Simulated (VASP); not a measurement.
Wanted: the native input for a VASP 6.6.1 run.

* Task: single point
* Functional: PBE
* Potentials or basis: VASP PAW PBE potentials, release 64 (Cd, Se)
* Cutoff: 520 eV
* k mesh: 6 × 6 × 4
* Occupations: gaussian, width 0.01 eV
* Spin: no spin polarisation
* Dipole correction: no
* Further INCAR settings: ALGO = Normal; EDIFF = 1e-06; NBANDS = 26

The structure of CdSe lies in POSCAR:

```
CdSe
1.0
    4.3000000000      0.0000000000      0.0000000000
   -2.1500000000      3.7239092400      0.0000000000
    0.0000000000      0.0000000000      7.0200000000
Cd Se
2 2
Direct
    0.3333333333      0.6666666667      0.0000000000
    0.6666666667      0.3333333333      0.5000000000
    0.3333333333      0.6666666667      0.3850000000
    0.6666666667      0.3333333333      0.8850000000
```

One way to write it, as run:

INCAR

```
SYSTEM = CdSe
PREC = Accurate
ENCUT = 520
EDIFF = 1E-6
ISMEAR = 0
SIGMA = 0.01
LREAL = .False.
LASPH = .True.
NELM = 60
ALGO = Normal
ISIF = 2
LWAVE = .False.
LCHARG = .False.
GGA = PE
NBANDS = 26
```

KPOINTS

```
regular mesh
0
Gamma
  6 6 4
  0 0 0
```

Potentials or basis: VASP PAW PBE potentials, release 64 (Cd, Se).

Run with:

```console
$ cat potpaw_PBE.64/Cd/POTCAR potpaw_PBE.64/Se/POTCAR > POTCAR
$ mpirun -np 1 vasp_std > vasp.out
```

It gave:

```
Pressure               : 3.3 GPa
Largest force          : 0.292 eV/Å
Band gap on the k mesh : 0.70 eV
```

Caveat: the cell stands under pressure.

It took 72 s on 1 thread of Intel Xeon 8259CL (shared host), peak memory 0.25 GiB.
